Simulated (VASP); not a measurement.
# Si (Fmmm) in VASP: further runs

Si is run at these levels: PBE; tasks: relaxation of cell and atoms, single point.

Program: VASP 6.6.1. These are calculated values, not measurements. Logs are shortened: lines on timing, memory, paths and dates and some standing lists are left out, and cuts for length are marked.

### Step 1. The cell of the first run

It takes space group Fmmm (No. 69, orthorhombic). Conventional cell: a = 3.452 Å, b = 3.859 Å, c = 4.398 Å, α = 90.00°, β = 90.00°, γ = 90.00°. Si (site symmetry mmm) has 14 Si at 2.59 to 3.45 Å within 3.5 Å.

### Step 2. Relaxation of cell and atoms, PBE

INCAR

```
SYSTEM = Si
PREC     = Accurate       ! precision mode
ENCUT    = 600            ! plane-wave cutoff, eV
EDIFF    = 1E-6           ! SCF threshold, eV
ISMEAR   = 0              ! smearing method
SIGMA    = 0.1            ! smearing width, eV
LREAL    = .FALSE.        ! projectors in reciprocal space
LASPH    = .TRUE.         ! aspherical terms in the spheres
NELM     = 100            ! most SCF steps
ALGO     = Normal         ! electronic algorithm
ISIF     = 3              ! what is computed and relaxed
LWAVE    = .FALSE.        ! write WAVECAR
LCHARG   = .FALSE.        ! write CHGCAR
GGA      = PE             ! functional
IBRION   = 2              ! ionic algorithm
NSW      = 100            ! ionic steps
EDIFFG   = -0.01          ! ionic threshold
```

KPOINTS

```
Automatic mesh
0
G
  24 24 24
  0 0 0
```

POSCAR

```
Si
1.0
    0.0000000000      1.9293315925      2.1988695482
    1.7258285882      0.0000000000      2.1988695482
    1.7258285882      1.9293315925      0.0000000000
Si
1
Direct
    0.5000000000      0.5000000000      0.5000000000
```

Potentials or basis: VASP PAW PBE potentials, release 64 (Si).

The run is started by

```
$ cat potpaw_PBE.64/Si/POTCAR > POTCAR
$ mpirun -np 1 vasp_std > vasp.out
```

OUTCAR:

```text
SYSTEM = Si
   PREC = Accurate
   ENCUT = 600
   EDIFF = 1E-6
   ISMEAR = 0
   LREAL = .FALSE.
   LASPH = .TRUE.
   NELM = 100
   ISIF = 3
   GGA = PE
   IBRION = 2
   NSW = 100
   EDIFFG = -0.01

 ion  position               nearest neighbor table
   1  0.500  0.500  0.500-

  LATTYP: Found a face centered orthorhombic cell.
 ALAT       =     3.4516571764
 B/A-ratio  =     1.1179161162
 C/A-ratio  =     1.2740949844

  Lattice vectors:

 A1 = (   0.0000000000,   1.9293315925,   2.1988695482)
 A2 = (   1.7258285882,   0.0000000000,   2.1988695482)
 A3 = (   1.7258285882,   1.9293315925,   0.0000000000)

Analysis of symmetry for initial positions (statically):
=====================================================================
 Subroutine PRICEL returns:
 Original cell was already a primitive cell.

 Routine SETGRP: Setting up the symmetry group for a
 face centered orthorhombic supercell.

 Subroutine GETGRP returns: Found  8 space group operations
 (whereof  8 operations were pure point group operations)
 out of a pool of  8 trial point group operations.

The static configuration has the point symmetry D_2h.

Analysis of symmetry for dynamics (positions and initial velocities):
=====================================================================
 Subroutine PRICEL returns:
 Original cell was already a primitive cell.

 Routine SETGRP: Setting up the symmetry group for a
 face centered orthorhombic supercell.

 Subroutine GETGRP returns: Found  8 space group operations
 (whereof  8 operations were pure point group operations)
 out of a pool of  8 trial point group operations.

The dynamic configuration has the point symmetry D_2h.

 Subroutine INISYM returns: Found  8 space group operations
 (whereof  8 operations are pure point group operations),
 and found     1 'primitive' translations

----------------------------------------------------------------------------------------

                                     Primitive cell

  volume of cell :      14.6431

  direct lattice vectors                    reciprocal lattice vectors
     0.000000000  1.929331593  2.198869548    -0.289715910  0.259157110  0.227389570
     1.725828588  0.000000000  2.198869548     0.289715910 -0.259157110  0.227389570
     1.725828588  1.929331593  0.000000000     0.289715910  0.259157110 -0.227389570

  length of vectors
     2.925294461  2.795265928  2.588591260     0.450337354  0.450337354  0.450337354

  position of ions in fractional coordinates (direct lattice)
     0.500000000  0.500000000  0.500000000

  ion indices of the primitive-cell ions
   primitive index   ion index
                 1           1

----------------------------------------------------------------------------------------

 KPOINTS: Automatic mesh

Automatic generation of k-mesh.
 Grid dimensions read from file:
 generate k-points for:   24   24   24

 Generating k-lattice:

  Cartesian coordinates                     Fractional coordinates (reciprocal lattice)
    -0.012071496  0.010798213  0.009474565     0.041666667  0.000000000  0.000000000
     0.012071496 -0.010798213  0.009474565     0.000000000  0.041666667  0.000000000
     0.012071496  0.010798213 -0.009474565     0.000000000  0.000000000  0.041666667

  Length of vectors
     0.018764056  0.018764056  0.018764056

  Shift w.r.t. Gamma in fractional coordinates (k-lattice)
     0.000000000  0.000000000  0.000000000

 Subroutine IBZKPT returns following result:
 ===========================================

 Found   1963 irreducible k-points:

 Following reciprocal coordinates:
            Coordinates               Weight
  0.000000  0.000000  0.000000      1.000000
  0.041667  0.000000  0.000000      8.000000
  0.083333 -0.000000 -0.000000      8.000000
  0.125000 -0.000000 -0.000000      8.000000
  0.166667 -0.000000  0.000000      8.000000
  0.208333  0.000000  0.000000      8.000000
[... 16 lines left out ...]
  0.416667  0.041667 -0.000000      8.000000
  0.458333  0.041667  0.000000      8.000000
 [... further k-points ...]
   k-points           NKPTS =   1963   k-points in BZ     NKDIM =   1963   number of bands    NBANDS=      6
   number of dos      NEDOS =    301   number of ions     NIONS =      1
   total plane-waves  NPLWV =  13824
   dimension x,y,z NGX =    24 NGY =   24 NGZ =   24
   dimension x,y,z NGXF=    48 NGYF=   48 NGZF=   48
   ions per type =               1
   NGX,Y,Z   is equivalent  to a cutoff of  13.64, 14.27, 15.41 a.u.
   NGXF,Y,Z  is equivalent  to a cutoff of  27.28, 28.55, 30.83 a.u.
 SYSTEM =  Si
   PREC   = accura    normal or accurate (medium, high low for compatibility)
   ISTART =      0    job   : 0-new  1-cont  2-samecut
   ICHARG =      2    charge: 1-file 2-atom 10-const
   ISPIN  =      1    spin polarized calculation?
   LNONCOLLINEAR =      F non collinear calculations
   LSORBIT =      F    spin-orbit coupling
   LASPH  =      T    aspherical Exc in radial PAW
   ENCUT  =  600.0 eV  44.10 Ry    6.64 a.u.   5.84  5.58  5.17*2*pi/ulx,y,z
   NELM   =    100;   NELMIN=  2; NELMDL= -5     # of ELM steps
   EDIFF  = 0.1E-05   stopping-criterion for ELM
   LREAL  =      F    real-space projection
   EDIFFG = -.1E-01   stopping-criterion for IOM
   NSW    =    100    number of steps for IOM
   IBRION =      2    ionic relax: 0-MD 1-quasi-New 2-CG
   NFREE  =      1    steps in history (QN), initial steepest desc. (CG)
   ISIF   =      3    stress and relaxation
   ISYM   =      2    0-nonsym 1-usesym 2-fastsym
   POTIM  = 0.5000    time-step for ionic-motion
   TEBEG  =    0.0;   TEEND  =   0.0 temperature during run
   PSTRESS=    0.0 pullay stress
   NELECT =       4.0000    total number of electrons
   NUPDOWN=      -1.0000    fix difference up-down
   EMIN   =  10.00;   EMAX   =-10.00  energy-range for DOS
   EFERMI =   0.00;   METHOD = LEGACY
   ISMEAR =     0;   SIGMA  =   0.10  broadening in eV -4-tet -1-fermi 0-gaus
   EFERMI_NEDOS =   21; number of points for ismear=-14 and -15
   IALGO  =     38    algorithm
   IMIX   =      4    mixing-type and parameters
     AMIX     =   0.40;   BMIX     =  1.00
     AMIX_MAG =   1.60;   BMIX_MAG =  1.00
  volume/ion in A,a.u.               =      14.64        98.82
  Fermi-wavevector in a.u.,A,eV,Ry     =   1.062226  2.007316 15.351774  1.128324
  Thomas-Fermi vector in A             =   2.197669
   LORBIT       =      0    0 simple, 1 ext, 2 COOP (PROOUT), +10 PAW based schemes
   GGA     = PE    functional components
   LHFCALC =     F    Hartree Fock is set to
   AEXX    =    0.0000 exact exchange contribution
   IVDW    =     0    specifies the selected vdW correction
   LEPSILON=     F    determine dielectric tensor
   LRPA    =     F    only Hartree local field effects (RPA)
 conjugate gradient relaxation of ions
 non-spin polarized calculation
 Gauss-broadening in eV      SIGMA  =   0.10
  energy-cutoff  :      600.00
  volume of cell :       14.64
 maximum number of plane-waves:       512
   NGX = 11   NGY = 11   NGZ = 11

--------------------------------------- Ionic step        1  -------------------------------------------

 number of electron       4.0000000 magnetization

 Free energy of the ion-electron system (eV)
  ---------------------------------------------------
  ext. energy  EPLUGINS =         0.00000000
  ---------------------------------------------------
  free energy    TOTEN  =        -4.90344308 eV

  energy without entropy =       -4.90130812  energy(sigma->0) =       -4.90237560

------------------------ aborting loop because EDIFF is reached ----------------------------------------

  FORCE on cell =-STRESS in cart. coord.  units (eV):
  Direction    XX          YY          ZZ          XY          YZ          ZX
  --------------------------------------------------------------------------------------
  -------------------------------------------------------------------------------------
  Total       -0.0592584      0.0490959      0.0648506      0.0000000      0.0000000      0.0000000
  in kB       -6.4837511      5.3718277      7.0956236      0.0000000      0.0000000      0.0000000
  external PRESSURE =       1.9945667 kB  Pullay stress =       0.0000000 kB
[... 86 lines left out ...]
  FREE ENERGIE OF THE ION-ELECTRON SYSTEM (eV)
  ---------------------------------------------------
  free  energy   TOTEN  =        -4.9048819535 eV

  energy  without entropy=       -4.9026050225  energy(sigma->0) =       -4.90374349

 E-fermi :  10.0065     XC(G=0): -11.1647

 val. band max:       10.0040619551   @ k =   0.4167   0.1250   0.1250
 cond. band min:      10.0067681641   @ k =   0.3750   0.0417   0.1250
 fundamental gap:      0.0027062090
 Fermi energy:        10.0064578629

 k-point     1 :       0.0000    0.0000    0.0000
  band No.  band energies     occupation
      1      -4.3054      2.00000
      2      21.0409      0.00000
      3      21.2081      0.00000
      4      21.6297      0.00000
      5      21.6516      0.00000
      6      22.1571      0.00000
[... 199 lines left out ...]
 k-point    24 :       0.4583    0.0417    0.0000
  band No.  band energies     occupation
      1       1.3865      2.00000
      2       4.9420      2.00000
      3      15.6369      0.00000
      4      17.7413      0.00000
      5      19.9575      0.00000
      6      20.8947      0.00000

 [... further k-points ...]

[... ionic steps 4 to 31 ...]

--------------------------------------- Ionic step       32  -------------------------------------------

 number of electron       4.0000000 magnetization

------------------------ aborting loop because EDIFF is reached ----------------------------------------
[... 65 lines left out ...]
--------------------------------------- Ionic step       34  -------------------------------------------

 number of electron       4.0000000 magnetization

 Free energy of the ion-electron system (eV)
  ---------------------------------------------------
  ext. energy  EPLUGINS =         0.00000000
  ---------------------------------------------------
  free energy    TOTEN  =        -4.90925273 eV

  energy without entropy =       -4.90707705  energy(sigma->0) =       -4.90816489

 E-fermi :   9.9922     XC(G=0): -11.1607

 val. band max:        9.9890562501   @ k =   0.4167   0.2083  -0.0000
 cond. band min:       9.9940388714   @ k =   0.3750   0.0833   0.0833
 fundamental gap:      0.0049826213
 Fermi energy:         9.9921687056

 k-point     1 :       0.0000    0.0000    0.0000
  band No.  band energies     occupation
      1      -4.3091      2.00000
      2      21.0345      0.00000
      3      21.1362      0.00000
      4      21.6346      0.00000
      5      21.6456      0.00000
      6      22.2099      0.00000
[... 199 lines left out ...]
 k-point    24 :       0.4583    0.0417    0.0000
  band No.  band energies     occupation
      1       1.3836      2.00000
      2       4.9571      2.00000
      3      15.5145      0.00000
      4      17.6992      0.00000
      5      19.8851      0.00000
      6      20.8511      0.00000

 [... further k-points ...]
[... 5 lines left out ...]
  --------------------------------------------------------------------------------------
  -------------------------------------------------------------------------------------
  Total       -0.0043716      0.0031897     -0.0038617      0.0000000      0.0000000      0.0000000
  in kB       -0.4800606      0.3502706     -0.4240730      0.0000000      0.0000000      0.0000000
  external PRESSURE =      -0.1846210 kB  Pullay stress =       0.0000000 kB
[... 16 lines left out ...]
  FREE ENERGIE OF THE ION-ELECTRON SYSTEM (eV)
  ---------------------------------------------------
  free  energy   TOTEN  =        -4.9092527344 eV

  energy  without entropy=       -4.9070770543  energy(sigma->0) =       -4.90816489

 reached required accuracy - stopping structural energy minimisation
```

Wall time 17 min (1 thread of Intel Xeon Platinum 8488C (Sapphire Rapids), shared host); peak memory 0.32 GiB.

What came out:

| Item | Value |
| --- | --- |
| Free energy | -4.9093 eV |
| Relaxed volume | 14.59 Å³/atom |
| Relaxed cell | a = 2.984 Å, b = 2.703 Å, c = 2.641 Å, α = 67.87°, β = 57.05°, γ = 55.08° |
| Space group after relaxing (to 0.1 Å) | I4/mmm (No. 139) |
| Energy gained by relaxing | 5.8 meV/atom |
| Ionic steps | 34 |
| Pressure after relaxing | 0.0 GPa |
| Band gap on the k mesh | zero (bands 2 and 3 overlap by 15.16 eV) |

The path:
```csv
step,energy change (eV),largest force (eV/Å),pressure (GPa),volume (Å³)
1,0.0000,0.0000,0.20,14.64
2,-0.0005,0.0000,-0.02,14.68
3,-0.0014,0.0000,-0.65,14.80
4,-0.0011,0.0000,-1.73,15.02
5,-0.0017,0.0000,-0.96,14.86
6,-0.0018,0.0000,-1.35,14.94
7,-0.0018,0.0000,-1.15,14.90
8,-0.0020,0.0000,-1.08,14.89
9,-0.0025,0.0000,-0.85,14.86
10,-0.0020,0.0000,-0.39,14.79
11,-0.0025,0.0000,-0.74,14.84
12,-0.0027,0.0000,-0.58,14.81
13,-0.0029,0.0000,-0.07,14.72
14,-0.0029,0.0000,0.02,14.71
15,-0.0029,0.0000,0.02,14.71
16,-0.0030,0.0000,0.02,14.70
17,-0.0032,0.0000,0.04,14.68
18,-0.0036,0.0000,0.11,14.65
19,-0.0044,0.0000,0.34,14.59
20,-0.0052,0.0000,0.89,14.44
21,-0.0053,0.0000,0.86,14.44
22,-0.0053,0.0000,0.77,14.46
23,-0.0053,0.0000,0.58,14.48
24,-0.0054,0.0000,0.66,14.47
25,-0.0054,0.0000,0.72,14.46
26,-0.0054,0.0000,0.65,14.48
27,-0.0055,0.0000,0.44,14.51
28,-0.0057,0.0000,0.03,14.58
29,-0.0057,0.0000,-0.06,14.59
30,-0.0057,0.0000,-0.05,14.59
31,-0.0057,0.0000,-0.05,14.59
32,-0.0058,0.0000,-0.03,14.59
33,-0.0058,0.0000,0.01,14.59
34,-0.0058,0.0000,-0.02,14.59
```

Final structure:
```xyz
1
Lattice="0.0000 2.0701 2.1488 1.6399 0.0000 2.1488 1.6399 2.0701 0.0000" Properties=species:S:1:pos:R:3 pbc="T T T"
Si    1.6399    2.0701    2.1488
```

### Step 3. Single point, PBE

This run uses another cell than the first one: it holds 2 atoms, not 1.

INCAR

```
SYSTEM = Si
ALGO = Normal ; EDIFF = 1E-6
ENCUT = 520 ; GGA = PE
ISIF = 2 ; ISMEAR = 0
LASPH = .True. ; LCHARG = .False.
LREAL = .False. ; LWAVE = .False.
NBANDS = 11 ; NELM = 80
PREC = Accurate ; SIGMA = 0.1
```

KPOINTS

```
k-points
0
Gamma
  6 6 6
  0 0 0
```

POSCAR

```
Si
1.0
    0.0000000000      2.1789198734      5.0432244812
    1.3581821613      0.0000000000      5.0432244812
    1.3581821613      2.1789198734      0.0000000000
Si
2
Direct
    0.1255438825      0.1255438825      0.8744561175
    0.8744561175      0.8744561175      0.1255438825
```

Potentials or basis: VASP PAW PBE potentials, release 64 (Si).

The run is started by

```
$ cat potpaw_PBE.64/Si/POTCAR > POTCAR
$ mpirun -np 1 vasp_std > vasp.out
```

OUTCAR:

```text
SYSTEM = Si
   EDIFF = 1E-6
   ENCUT = 520
   GGA = PE
   ISIF = 2
   ISMEAR = 0
   LASPH = .True.
   LREAL = .False.
   NELM = 80
   PREC = Accurate

 ion  position               nearest neighbor table
   1  0.126  0.126  0.874-   2 2.53   2 2.85   2 2.85
   2  0.874  0.874  0.126-   1 2.53   1 2.85   1 2.85

  LATTYP: Found a face centered orthorhombic cell.
 ALAT       =     2.7163643226
 B/A-ratio  =     1.6042913355
 C/A-ratio  =     3.7132165514

  Lattice vectors:

 A1 = (   0.0000000000,   2.1789198734,   5.0432244812)
 A2 = (   1.3581821613,   0.0000000000,   5.0432244812)
 A3 = (   1.3581821613,   2.1789198734,   0.0000000000)

Analysis of symmetry for initial positions (statically):
=====================================================================
 Subroutine PRICEL returns:
 Original cell was already a primitive cell.

 Routine SETGRP: Setting up the symmetry group for a
 face centered orthorhombic supercell.

 Subroutine GETGRP returns: Found  8 space group operations
 (whereof  8 operations were pure point group operations)
 out of a pool of  8 trial point group operations.

The static configuration has the point symmetry D_2h.

[... 164 lines left out ...]
 cond. band min:       9.5492435018   @ k =   0.5000  -0.3333   0.1667
 fundamental gap:      0.1030839459
 Fermi energy:         9.5221705350

 k-point     1 :       0.0000    0.0000    0.0000
  band No.  band energies     occupation
      1      -4.5098      2.00000
      2      -0.0035      2.00000
      3       2.4025      2.00000
      4      16.3999      0.00000
      5      17.2715      0.00000
      6      20.3376      0.00000
      7      20.4836      0.00000
      8      21.3713      0.00000
      9      21.6917      0.00000
     10      21.7803      0.00000
     11      22.5585      0.00000
[... 309 lines left out ...]
 k-point    24 :       0.5000    0.3333    0.1667
  band No.  band energies     occupation
      1      -3.0490      2.00000
      2      -1.2538      2.00000
      3       6.4127      2.00000
      4      11.4464      0.00000
      5      16.3756      0.00000
      6      16.4256      0.00000
      7      17.8360      0.00000
      8      18.9909      0.00000
      9      19.1237      0.00000
     10      22.3493      0.00000
     11      24.4009      0.00000

 [... further k-points ...]
[... 5 lines left out ...]
  --------------------------------------------------------------------------------------
  -------------------------------------------------------------------------------------
  Total       -0.0527807      0.0204074     -0.0003323      0.0000000      0.0000000      0.0000000
  in kB       -2.8330100      1.0953691     -0.0178353      0.0000000      0.0000000      0.0000000
  external PRESSURE =      -0.5851587 kB  Pullay stress =       0.0000000 kB

 VOLUME and BASIS-vectors are now :
 -----------------------------------------------------------------------------
  energy-cutoff  :      520.00
  volume of cell :       29.85
      direct lattice vectors                 reciprocal lattice vectors
     0.000000000  2.178919873  5.043224481    -0.368139131  0.229471495  0.099142920
     1.358182161  0.000000000  5.043224481     0.368139131 -0.229471495  0.099142920
     1.358182161  2.178919873  0.000000000     0.368139131  0.229471495 -0.099142920

 POSITION                                       TOTAL-FORCE (eV/Angst)
 -----------------------------------------------------------------------------------
      1.35818      2.17892      1.26629         0.000000      0.000000      0.001544
      1.35818      2.17892      8.82016         0.000000      0.000000     -0.001544
 -----------------------------------------------------------------------------------
    total drift:                               -0.000000     -0.000000     -0.000000

  FREE ENERGIE OF THE ION-ELECTRON SYSTEM (eV)
  ---------------------------------------------------
  free  energy   TOTEN  =        -9.9807870490 eV

  energy  without entropy=       -9.9780728017  energy(sigma->0) =       -9.97942993
```

stdout:

```text
POSCAR found type information on POSCAR Si
 POSCAR found :  1 types and       2 ions
 scaLAPACK will be used
 LDA part: xc-table for (Slater+PW92), standard interpolation
 POSCAR, INCAR and KPOINTS ok, starting setup
 FFT: planning ... GRIDC
 FFT: planning ... GRID_SOFT
 FFT: planning ... GRID
 WAVECAR not read
 entering main loop
```

Wall time 14 s (1 thread of AMD EPYC 7R13 (Zen 3), shared host); peak memory 0.13 GiB.

Results:

| Item | Value |
| --- | --- |
| Free energy | -9.9808 eV |
| Pressure | -0.1 GPa |
| Band gap on the k mesh | zero (bands 4 and 5 overlap by 9.98 eV) |

Caveat: the k points lie up to 0.47 Å⁻¹ apart, too coarse for converged energies and pressures of a metal.

(Continued in part 2 of 2.)
